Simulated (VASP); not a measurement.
CoO:

```
Co O
1.0
     0.00000    2.15955    2.15955
     2.15955    0.00000    2.15955
     2.15955    2.15955    0.00000
Co O
1 1
Cartesian
  0.0000 0.0000 0.0000
  2.1595 2.1595 2.1595
```

This cell differs from its parent crystal: volume scaled by 1.04.

Base run:

- Program: VASP 6.6.1
- Functional: PBEsol
- Potentials or basis: VASP PAW PBE potentials, release 64 (Co, O)
- Cutoff: 520 eV
- k mesh: 11 × 11 × 11
- Occupations: fermi-dirac, width 0.05 eV
- Spin: collinear spin, ferromagnetic start
- Starting moments: [2.0, 0.0] μB

Its results: pressure -16.9 GPa; net moment 2.98 μB per cell; site moments Co +2.60; O +0.33 μB.

Task: After a change of settings the same cell gave: pressure -25.0 GPa; net moment 2.87 μB per cell; site moments Co +2.49; O +0.32 μB. Which change was it?
A. functional from PBEsol to revPBE
B. functional from PBEsol to LDA; potentials or basis from VASP PAW PBE potentials, release 64 (Co, O) to VASP PAW LDA potentials, release 64 (Co, O)
C. functional from PBEsol to PBE; further incar settings from ALGO = Normal; EDIFF = 1e-06; NBANDS = 18 to ALGO = Normal; EDIFF = 1e-07; NBANDS = 18
D. further incar settings from ALGO = Normal; EDIFF = 1e-06; NBANDS = 18 to ALGO = Normal; EDIFF = 1e-07; NBANDS = 18; dispersion from none to D4

Result: B.

Caveats: a cell with one magnetic atom can't hold antiferromagnetic order, which such compounds often take; the PAW data sets were made with another functional, which shifts forces and pressure a little (some runs).
